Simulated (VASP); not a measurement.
Input of a VASP 6.6.1 run:

The input INCAR:

```
SYSTEM = LiF
PREC     = Accurate       ! precision mode
ENCUT    = 520            ! plane-wave cutoff, eV
EDIFF    = 1E-6           ! SCF threshold, eV
ISMEAR   = -1             ! smearing method
SIGMA    = 0.05           ! smearing width, eV
LREAL    = .FALSE.        ! projectors in reciprocal space
LASPH    = .TRUE.         ! aspherical terms in the spheres
NELM     = 100            ! most SCF steps
ALGO     = Normal         ! electronic algorithm
ISIF     = 2              ! what is computed and relaxed
LWAVE    = .FALSE.        ! write WAVECAR
LCHARG   = .FALSE.        ! write CHGCAR
GGA      = PS             ! functional
IVDW     = 12             ! dispersion correction
NBANDS   = 12             ! bands
```

File KPOINTS:

```
Automatic mesh
0
G
  11 11 11
  0 0 0
```

The input POSCAR:

```
LiF
1.0
    0.0000000000      2.0140000000      2.0140000000
    2.0140000000      0.0000000000      2.0140000000
    2.0140000000      2.0140000000      0.0000000000
F Li
1 1
Direct
    0.5000000000      0.5000000000      0.5000000000
    0.0000000000      0.0000000000      0.0000000000
```

Potentials or basis: VASP PAW PBE potentials, release 64 (F, Li_sv).

Command:

```sh
$ cat potpaw_PBE.64/F/POTCAR potpaw_PBE.64/Li_sv/POTCAR > POTCAR
$ mpirun -np 1 vasp_std > vasp.out
```

Q: Estimate the band gap on the k mesh.

A: 8.92 eV.

Q: Predict the dispersion energy per atom.

A: -0.144 eV.

Caveat: three body term missing; an odd mesh through Γ misses points on the zone boundary, where band edges can lie. As with any semilocal functional, this PBEsol gap is likely too small.
